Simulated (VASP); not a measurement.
# InSe (P-6m2) in VASP: settings compared

InSe is run at these levels: PBE, r2SCAN; tasks: single point.

Program: VASP 6.6.1. These are calculated values, not measurements. Logs are shortened: lines on timing, memory, paths and dates and some standing lists are left out, and cuts for length are marked.

### 1 The cell of the first run

The structure is hexagonal, space group P-6m2 (No. 187). Conventional cell: a = 4.047 Å, b = 4.047 Å, c = 18.413 Å, α = 90.00°, β = 90.00°, γ = 120.00°. In (site symmetry 3m) has 3 Se at 2.67 Å and 1 In at 2.85 Å within 3.5 Å. In (site symmetry 3m) has 3 Se at 2.67 Å and 1 In at 2.85 Å within 3.5 Å. Se (site symmetry 3m) has 3 In at 2.67 Å within 3.5 Å. Within 3.5 Å of Se (site symmetry 3m) lie 3 In at 2.67 Å.

### 2 Single point, PBE

INCAR

```
SYSTEM = InSe
PREC = Accurate ; ENCUT = 520
EDIFF = 1E-6 ; ISMEAR = -1
SIGMA = 0.05 ; LREAL = .False.
LASPH = .True. ; NELM = 60
ALGO = Normal ; ISIF = 2
LWAVE = .False. ; LCHARG = .False.
GGA = PE ; NBANDS = 48
```

KPOINTS

```
Automatic mesh
0
Gamma
  6 6 2
  0 0 0
```

POSCAR

```
InSe
1.0
    4.0473293151      0.0000000000      0.0000000000
   -2.0236646576      3.5050900044      0.0000000000
    0.0000000000      0.0000000000     18.4131062082
In Se
4 4
Direct
    0.3333333333      0.6666666667      0.0773904900
    0.3333333333      0.6666666667      0.9226095100
    0.0000000000      0.0000000000      0.4226063200
    0.0000000000      0.0000000000      0.5773936800
    0.3333333333      0.6666666667      0.3529842800
    0.3333333333      0.6666666667      0.6470157200
    0.6666666667      0.3333333333      0.1469999300
    0.6666666667      0.3333333333      0.8530000700
```

Potentials or basis: VASP PAW PBE potentials, release 64 (In_d, Se).

On the command line:

```bash
> cat potpaw_PBE.64/In_d/POTCAR potpaw_PBE.64/Se/POTCAR > POTCAR
> mpirun -np 1 vasp_std > vasp.out
```

OUTCAR:

```text
SYSTEM = InSe
   PREC = Accurate
   ENCUT = 520
   EDIFF = 1E-6
   ISMEAR = -1
   LREAL = .False.
   LASPH = .True.
   NELM = 60
   ISIF = 2
   GGA = PE

 ion  position               nearest neighbor table
   1  0.333  0.667  0.077-   7 2.67   7 2.67   7 2.67   2 2.85
   2  0.333  0.667  0.923-   8 2.67   8 2.67   8 2.67   1 2.85
   3  0.000  0.000  0.423-   5 2.67   5 2.67   5 2.67   4 2.85
   4  0.000  0.000  0.577-   6 2.67   6 2.67   6 2.67   3 2.85
   5  0.333  0.667  0.353-   3 2.67   3 2.67   3 2.67
   6  0.333  0.667  0.647-   4 2.67   4 2.67   4 2.67
   7  0.667  0.333  0.147-   1 2.67   1 2.67   1 2.67
   8  0.667  0.333  0.853-   2 2.67   2 2.67   2 2.67

  LATTYP: Found a hexagonal cell.
 ALAT       =     4.0473293151
 C/A-ratio  =     4.5494460111

  Lattice vectors:

 A1 = (   4.0473293151,   0.0000000000,   0.0000000000)
 A2 = (  -2.0236646576,   3.5050900044,   0.0000000000)
 A3 = (   0.0000000000,   0.0000000000,  18.4131062082)

Analysis of symmetry for initial positions (statically):
=====================================================================
 Subroutine PRICEL returns:
 Original cell was already a primitive cell.

 Routine SETGRP: Setting up the symmetry group for a
 hexagonal supercell.

 Subroutine GETGRP returns: Found 12 space group operations
 (whereof 12 operations were pure point group operations)
 out of a pool of 24 trial point group operations.

The static configuration has the point symmetry D_3h.

Analysis of symmetry for dynamics (positions and initial velocities):
=====================================================================
 Subroutine PRICEL returns:
 Original cell was already a primitive cell.

 Routine SETGRP: Setting up the symmetry group for a
 hexagonal supercell.

 Subroutine GETGRP returns: Found 12 space group operations
 (whereof 12 operations were pure point group operations)
 out of a pool of 24 trial point group operations.

The dynamic configuration has the point symmetry D_3h.

 Subroutine INISYM returns: Found 12 space group operations
 (whereof 12 operations are pure point group operations),
 and found     1 'primitive' translations

----------------------------------------------------------------------------------------

                                     Primitive cell

  volume of cell :     261.2130

  direct lattice vectors                    reciprocal lattice vectors
     4.047329315  0.000000000  0.000000000     0.247076510  0.142649689  0.000000000
    -2.023664658  3.505090004  0.000000000     0.000000000  0.285299379  0.000000000
     0.000000000  0.000000000 18.413106208     0.000000000  0.000000000  0.054309142

  length of vectors
     4.047329315  4.047329315 18.413106208     0.285299379  0.285299379  0.054309142

  position of ions in fractional coordinates (direct lattice)
     0.333333333  0.666666667  0.077390490
     0.333333333  0.666666667  0.922609510
     0.000000000  0.000000000  0.422606320
     0.000000000  0.000000000  0.577393680
     0.333333333  0.666666667  0.352984280
     0.333333333  0.666666667  0.647015720
     0.666666667  0.333333333  0.146999930
     0.666666667  0.333333333  0.853000070

  ion indices of the primitive-cell ions
   primitive index   ion index
                 1           1
                 2           2
                 3           3
                 4           4
                 5           5
                 6           6
                 7           7
                 8           8

----------------------------------------------------------------------------------------

 KPOINTS: Automatic mesh

Automatic generation of k-mesh.
 Grid dimensions read from file:
 generate k-points for:    6    6    2

 Generating k-lattice:

  Cartesian coordinates                     Fractional coordinates (reciprocal lattice)
     0.041179418  0.023774948  0.000000000     0.166666667  0.000000000  0.000000000
     0.000000000  0.047549896  0.000000000     0.000000000  0.166666667  0.000000000
     0.000000000  0.000000000  0.027154571     0.000000000  0.000000000  0.500000000

  Length of vectors
     0.047549896  0.047549896  0.027154571

  Shift w.r.t. Gamma in fractional coordinates (k-lattice)
     0.000000000  0.000000000  0.000000000

 Subroutine IBZKPT returns following result:
 ===========================================

 Found     14 irreducible k-points:

 Following reciprocal coordinates:
            Coordinates               Weight
  0.000000  0.000000  0.000000      1.000000
  0.166667  0.000000  0.000000      6.000000
  0.333333  0.000000  0.000000      6.000000
  0.500000  0.000000  0.000000      3.000000
  0.166667  0.166667  0.000000      6.000000
  0.333333  0.166667  0.000000     12.000000
  0.333333  0.333333  0.000000      2.000000
  0.000000  0.000000  0.500000      1.000000
  0.166667  0.000000  0.500000      6.000000
  0.333333  0.000000  0.500000      6.000000
  0.500000  0.000000  0.500000      3.000000
  0.166667  0.166667  0.500000      6.000000
  0.333333  0.166667  0.500000     12.000000
  0.333333  0.333333  0.500000      2.000000
   k-points           NKPTS =     14   k-points in BZ     NKDIM =     14   number of bands    NBANDS=     48
   number of dos      NEDOS =    301   number of ions     NIONS =      8
   total plane-waves  NPLWV = 126000
   dimension x,y,z NGX =    30 NGY =   30 NGZ =  140
   dimension x,y,z NGXF=    60 NGYF=   60 NGZF=  280
   ions per type =               4   4
   NGX,Y,Z   is equivalent  to a cutoff of  12.32, 12.32, 12.64 a.u.
   NGXF,Y,Z  is equivalent  to a cutoff of  24.65, 24.65, 25.28 a.u.
 SYSTEM =  InSe
   PREC   = accura    normal or accurate (medium, high low for compatibility)
   ISTART =      0    job   : 0-new  1-cont  2-samecut
   ICHARG =      2    charge: 1-file 2-atom 10-const
   ISPIN  =      1    spin polarized calculation?
   LNONCOLLINEAR =      F non collinear calculations
   LSORBIT =      F    spin-orbit coupling
   LASPH  =      T    aspherical Exc in radial PAW
   ENCUT  =  520.0 eV  38.22 Ry    6.18 a.u.   7.53  7.53 34.24*2*pi/ulx,y,z
   NELM   =     60;   NELMIN=  2; NELMDL= -5     # of ELM steps
   EDIFF  = 0.1E-05   stopping-criterion for ELM
   LREAL  =      F    real-space projection
   EDIFFG = 0.1E-04   stopping-criterion for IOM
   NSW    =      0    number of steps for IOM
   IBRION =     -1    ionic relax: 0-MD 1-quasi-New 2-CG
   NFREE  =      0    steps in history (QN), initial steepest desc. (CG)
   ISIF   =      2    stress and relaxation
   ISYM   =      2    0-nonsym 1-usesym 2-fastsym
   POTIM  = 0.5000    time-step for ionic-motion
   TEBEG  =    0.0;   TEEND  =   0.0 temperature during run
   PSTRESS=    0.0 pullay stress
   NELECT =      76.0000    total number of electrons
   NUPDOWN=      -1.0000    fix difference up-down
   EMIN   =  10.00;   EMAX   =-10.00  energy-range for DOS
   EFERMI =   0.00;   METHOD = LEGACY
   ISMEAR =    -1;   SIGMA  =   0.05  broadening in eV -4-tet -1-fermi 0-gaus
   EFERMI_NEDOS =   21; number of points for ismear=-14 and -15
   IALGO  =     38    algorithm
   IMIX   =      4    mixing-type and parameters
     AMIX     =   0.40;   BMIX     =  1.00
     AMIX_MAG =   1.60;   BMIX_MAG =  1.00
  volume/ion in A,a.u.               =      32.65       220.34
  Fermi-wavevector in a.u.,A,eV,Ry     =   1.084795  2.049966 16.011074  1.176781
  Thomas-Fermi vector in A             =   2.220894
   LORBIT       =      0    0 simple, 1 ext, 2 COOP (PROOUT), +10 PAW based schemes
   GGA     = PE    functional components
[... 5 lines left out ...]
 non-spin polarized calculation
  energy-cutoff  :      520.00
  volume of cell :      261.21
 maximum number of plane-waves:      7077
   NGX = 15   NGY = 15   NGZ = 69

 number of electron      76.0000014 magnetization

 Free energy of the ion-electron system (eV)
  ---------------------------------------------------
  ext. energy  EPLUGINS =         0.00000000
  ---------------------------------------------------
  free energy    TOTEN  =       -28.41869594 eV

  energy without entropy =      -28.41868319  energy(sigma->0) =      -28.41868957

 E-fermi :   3.1902     XC(G=0):  -8.3149

 val. band max:        2.7784991840   @ k =   0.0000   0.0000   0.0000
 cond. band min:       3.5714000286   @ k =   0.0000   0.0000   0.0000
 fundamental gap:      0.7929008446
 Fermi energy:         3.1901728349

 k-point     1 :       0.0000    0.0000    0.0000
  band No.  band energies     occupation
      1     -11.6016      2.00000
      2     -11.5996      2.00000
      3     -11.4474      2.00000
      4     -11.4474      2.00000
      5     -11.4454      2.00000
      6     -11.4454      2.00000
[... 40 lines left out ...]
     47       8.4606      0.00000
     48       8.5287      0.00000

 k-point     2 :       0.1667    0.0000    0.0000
  band No.  band energies     occupation
      1     -11.6103      2.00000
      2     -11.6082      2.00000
      3     -11.5145      2.00000
      4     -11.5119      2.00000
      5     -11.4712      2.00000
      6     -11.4682      2.00000
[... 40 lines left out ...]
     47       7.6546      0.00000
     48       7.7439      0.00000

 k-point     3 :       0.3333    0.0000    0.0000
  band No.  band energies     occupation
      1     -11.6909      2.00000
      2     -11.6881      2.00000
      3     -11.6000      2.00000
      4     -11.5967      2.00000
      5     -11.5448      2.00000
      6     -11.5427      2.00000
[... 550 lines left out ...]
     47       7.6581      0.00000
     48       7.6649      0.00000

 k-point    14 :       0.3333    0.3333    0.5000
  band No.  band energies     occupation
      1     -11.7380      2.00000
      2     -11.7361      2.00000
      3     -11.6588      2.00000
      4     -11.6569      2.00000
      5     -11.5401      2.00000
      6     -11.5381      2.00000
[... 40 lines left out ...]
     47       8.6799      0.00000
     48       8.6928      0.00000

------------------------ aborting loop because EDIFF is reached ----------------------------------------

  FORCE on cell =-STRESS in cart. coord.  units (eV):
  Direction    XX          YY          ZZ          XY          YZ          ZX
  --------------------------------------------------------------------------------------
  -------------------------------------------------------------------------------------
  Total        1.6428133      1.6428133     -0.1539120     -0.0000000      0.0000000      0.0000000
  in kB       10.0763678     10.0763678     -0.9440352     -0.0000000      0.0000000      0.0000000
  external PRESSURE =       6.4029002 kB  Pullay stress =       0.0000000 kB

 VOLUME and BASIS-vectors are now :
 -----------------------------------------------------------------------------
  energy-cutoff  :      520.00
  volume of cell :      261.21
      direct lattice vectors                 reciprocal lattice vectors
     4.047329315  0.000000000  0.000000000     0.247076510  0.142649689  0.000000000
    -2.023664658  3.505090004  0.000000000     0.000000000  0.285299379  0.000000000
     0.000000000  0.000000000 18.413106208     0.000000000  0.000000000  0.054309142

 POSITION                                       TOTAL-FORCE (eV/Angst)
 -----------------------------------------------------------------------------------
     -0.00000      2.33673      1.42500        -0.000000      0.000000     -0.210292
     -0.00000      2.33673     16.98811        -0.000000      0.000000      0.210292
      0.00000      0.00000      7.78150         0.000000     -0.000000      0.208968
      0.00000      0.00000     10.63161         0.000000     -0.000000     -0.208968
     -0.00000      2.33673      6.49954        -0.000000     -0.000000     -0.087563
     -0.00000      2.33673     11.91357        -0.000000      0.000000      0.087563
      2.02366      1.16836      2.70673        -0.000000      0.000000      0.088501
      2.02366      1.16836     15.70638         0.000000     -0.000000     -0.088501
 -----------------------------------------------------------------------------------
    total drift:                               -0.000000      0.000000     -0.000000

  FREE ENERGIE OF THE ION-ELECTRON SYSTEM (eV)
  ---------------------------------------------------
  free  energy   TOTEN  =       -28.4186959412 eV

  energy  without entropy=      -28.4186831888  energy(sigma->0) =      -28.41868957
```

It took 3.7 min on 1 thread of Intel Xeon 6975P-C, shared host; peak memory 0.42 GiB.

What came out:

| Quantity | Value |
| --- | --- |
| Free energy | -28.4187 eV |
| Pressure | 0.6 GPa |
| Largest force | 0.210 eV/Å |
| Band gap on the k mesh | 0.79 eV, direct |

Forces on the atoms (eV/Å):
```
In   0.000  0.000 -0.210
In   0.000  0.000  0.210
In   0.000  0.000  0.209
In   0.000  0.000 -0.209
Se   0.000  0.000 -0.088
Se   0.000  0.000  0.088
Se   0.000  0.000  0.089
Se   0.000  0.000 -0.089
```

Levels at points of the mesh, in eV from the valence-band top:
| k point | band 36 | band 37 | band 38 | band 39 | band 40 | band 41 |
| --- | --- | --- | --- | --- | --- | --- |
| (0.00, 0.00, 0.00) | -0.82 | -0.82 | 0.00 | 0.79 | 1.56 | 2.32 |
| (0.50, 0.00, 0.00) | -1.73 | -1.34 | -1.22 | 1.72 | 1.81 | 1.92 |
| (0.00, 0.00, 0.50) | -0.84 | -0.50 | -0.50 | 1.24 | 1.25 | 2.36 |
| (0.50, 0.00, 0.50) | -1.76 | -1.28 | -1.25 | 1.67 | 1.74 | 1.98 |

Caveat: spin-orbit coupling is left out, which moves the levels of the heavy elements; this functional lacks dispersion, which binds the layers, so the pressure and a relaxed spacing across them are unreliable.

### 3 Single point, r2SCAN

This run uses another cell than the first one, of 32.01 Å³/atom, 0.980 times its volume.

POSCAR: that of step 2 with these lines changed.

```diff
@@ -4,3 +4,3 @@
    -2.0236646576      3.5050900044      0.0000000000
-    0.0000000000      0.0000000000     18.4131062082
+    0.0000000000      0.0000000000     18.0520649100
 In Se
```

INCAR.step1

```
SYSTEM = InSe
  PREC = Accurate
  ENCUT = 520
  ISMEAR = 0
  SIGMA = 0.01
  LREAL = .False.
  LASPH = .True.
  NELM = 100
  NBANDS = 48
  GGA = PE
  ALGO = Normal
  EDIFF = 1E-4
  LWAVE = .True.
  LCHARG = .False.
```

INCAR.step2

```
SYSTEM = InSe
  PREC = Accurate
  ENCUT = 520
  EDIFF = 1E-6
  ISMEAR = 0
  SIGMA = 0.01
  LREAL = .False.
  LASPH = .True.
  NELM = 100
  ALGO = Normal
  ISIF = 2
  LWAVE = .False.
  LCHARG = .False.
  METAGGA = R2SCAN
  LMIXTAU = .True.
  NBANDS = 48
  ISTART = 1
```

KPOINTS

```
regular mesh
0
Gamma
  12 12 2
  0 0 0
```

Potentials or basis: VASP PAW PBE potentials, release 64 (In_d, Se).

On the command line:

```bash
> cat potpaw_PBE.64/In_d/POTCAR potpaw_PBE.64/Se/POTCAR > POTCAR
> cp INCAR.step1 INCAR
> mpirun -np 1 vasp_std > vasp.out
> cp INCAR.step2 INCAR
> mpirun -np 1 vasp_std > vasp.out
```

It took 32 min on 1 thread of AMD EPYC 9R45 (Zen 5), shared host; peak memory 0.58 GiB.

Results (log left out):

```
Free energy            : -152.9501 eV
Pressure               : -0.1 GPa
Largest force          : 0.044 eV/Å
Band gap on the k mesh : 1.13 eV, direct
```

Forces on the atoms (eV/Å):
```
In   0.000  0.000  0.012
In   0.000  0.000 -0.012
In   0.000  0.000 -0.013
In   0.000  0.000  0.013
Se   0.000  0.000 -0.043
Se   0.000  0.000  0.043
Se   0.000  0.000  0.044
Se   0.000  0.000 -0.044
```

Stress tensor (GPa, compression positive):
```
-0.15  0.00  0.00
 0.00 -0.15  0.00
 0.00  0.00 -0.07
```

Levels at points of the mesh, in eV from the valence-band top:
```
           k point  band 34  band 35  band 36  band 37  band 38  band 39  band 40  band 41  band 42  band 43
(0.00, 0.00, 0.00)    -1.05    -1.01    -1.01    -0.93     0.00     1.13     1.88     2.71     2.76     4.82
(0.50, 0.00, 0.00)    -2.03    -1.98    -1.94    -1.48    -1.35     1.98     2.08     2.20     2.30     4.04
(0.00, 0.00, 0.50)    -1.02    -1.02    -1.02    -0.52    -0.51     1.55     1.57     2.74     2.75     4.84
(0.50, 0.00, 0.50)    -2.08    -1.98    -1.98    -1.42    -1.37     1.93     1.99     2.26     2.39     4.05
```

Caveat: the PAW data sets were made with another functional, which shifts forces and pressure a little; spin-orbit coupling is left out, which moves the levels of the heavy elements.
